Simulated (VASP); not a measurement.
The system is MnFe2N2.

```
CELL_PARAMETERS angstrom
2.89414 0.00000 0.00000
-1.44707 2.50640 0.00000
0.00000 0.00000 6.29437
ATOMIC_POSITIONS crystal
Fe 0.33333 0.66667 0.83280
Fe 0.66667 0.33333 0.16720
Mn 0.00000 0.00000 0.50000
N 0.33333 0.66667 0.29319
N 0.66667 0.33333 0.70681
```

```yaml
Program: VASP 6.6.1
Task: relaxation of cell and atoms
Functional: RPBE
Potentials_or_basis: VASP PAW PBE potentials, release 64 (Fe, Mn_pv, N)
Cutoff: 600 eV
k_mesh: 8 × 8 × 3
Occupations: fermi-dirac, width 0.05 eV
Spin: collinear spin, ferromagnetic start
Starting_moments: "[3.0, 3.0, 4.0, 0.0, 0.0] μB"
```

At the start: pressure 6.3 GPa; volume 9.13 Å³/atom.

Task: How do energy, volume and symmetry change on relaxing?

Result: Over 9 steps the energy falls by 4.9 meV/atom and the volume is 9.41 Å³/atom (+3.0 %); space group P-3m1 (No. 164, to 0.1 Å) before and after; moment 2.93 μB per cell.

Step by step:
```tsv
step	energy change (eV)	largest force (eV/Å)	pressure (GPa)	volume (Å³)
1	0.0000	0.2020	6.30	45.66
2	0.0106	0.4483	-6.33	48.07
3	-0.0214	0.1091	0.22	46.71
4	-0.0232	0.0737	0.23	46.85
5	-0.0241	0.0318	0.01	47.10
6	-0.0242	0.0191	-0.01	47.06
7	-0.0242	0.0211	-0.02	47.05
8	-0.0243	0.0142	0.00	47.05
9	-0.0243	0.0047	0.05	47.04
```

Final structure:
```
CELL_PARAMETERS angstrom
2.92415 0.00000 0.00000
-1.46207 2.53239 0.00000
0.00000 0.00000 6.35244
ATOMIC_POSITIONS crystal
Fe 0.33333 0.66667 0.83214
Fe 0.66667 0.33333 0.16786
Mn 0.00000 0.00000 0.50000
N 0.33333 0.66667 0.29108
N 0.66667 0.33333 0.70892
```

Caveat: the PAW data sets were made with another functional, which shifts forces and pressure a little; the run started ferromagnetic, and an antiferromagnetic order may lie lower in energy.
